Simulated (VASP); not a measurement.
Input of a VASP 6.6.1 run:

INCAR

```
  PREC = Accurate
  ENCUT = 520
  EDIFF = 1E-7
  ISMEAR = -1
  SIGMA = 0.05
  LREAL = F
  LASPH = T
  NELM = 100
  ALGO = Normal
  ISIF = 2
  LWAVE = F
  LCHARG = F
  GGA = PE
  NBANDS = 21
```

KPOINTS

```
Automatic mesh
0
Gamma
  12 12 7
```

The input POSCAR:

```
Pb
1.0
    3.5844007113      0.0000000000      0.0000000000
   -1.7922003557      3.1041820733      0.0000000000
    0.0000000000      0.0000000000      5.5900000000
Pb
2
Direct
    0.3333333333      0.6666666667      0.2500000000
    0.6666666667      0.3333333333      0.7500000000
```

Potentials or basis: VASP PAW PBE potentials, release 64 (Pb_d).

Launch:

```bash
$ cat potpaw_PBE.64/Pb_d/POTCAR > POTCAR
$ mpirun -np 1 vasp_std > vasp.out
```

Q: Estimate the pressure.

A: 0.9 GPa.

Q: Predict the band gap on the k mesh.

A: Zero (band 14 reaches 12.00 eV, above the bottom of band 15 at 5.03 eV).

Stress tensor (GPa, compression positive):
```
0.45 0.00 0.00
0.00 0.45 0.00
0.00 0.00 1.75
```

Caveat: the cell differs from its parent crystal (equal xx and yy strain of +3 %); spin-orbit coupling is left out, which moves the levels of the heavy elements.
